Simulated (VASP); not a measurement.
FeO (Wuestite):

```
Fe O
1.0
     0.00000    2.11229    2.15540
     2.11229    0.00000    2.15540
     2.11229    2.11229    0.00000
Fe O
1 1
Direct
  0.00000 0.00000 0.00000
  0.50000 0.50000 0.50000
```

Base run:

| Property | Result |
| --- | --- |
| Program | VASP 6.6.1 |
| Functional | PBEsol |
| Potentials or basis | VASP PAW PBE potentials, release 64 (Fe, O) |
| Cutoff | 520 eV |
| k mesh | 9 × 9 × 9 |
| Occupations | fermi-dirac, width 0.05 eV |
| Spin | collinear spin, ferromagnetic start |
| Starting moments | [3.0, 0.0] μB |

Its results: band gap on the k mesh zero (filled and empty bands overlap); pressure -0.6 GPa; net moment 4.00 μB per cell; site moments Fe +3.60; O +0.31 μB.

Task: The run is repeated on the same cell with these changes: potentials or basis from VASP PAW PBE potentials, release 64 (Fe, O) to VASP PAW PBE potentials, release 64 (Fe_sv, O); cutoff from 520 eV to 600 eV; further incar settings from ALGO = Normal; EDIFF = 1e-07; NBANDS = 18 to ALGO = Normal; EDIFF = 1e-06; NBANDS = 22; valence electrons from 14 to 22. What comes out?

Result: Band gap on the k mesh zero (filled and empty bands overlap); pressure -3.3 GPa; net moment 4.00 μB per cell; site moments Fe +3.46; O +0.31 μB.

Caveats: the PAW data sets were made with another functional, which shifts forces and pressure a little; a cell with one magnetic atom can't hold antiferromagnetic order, which such compounds often take; semilocal functionals often make such compounds metallic where correlation or magnetic order opens a gap, which also shifts bond lengths.
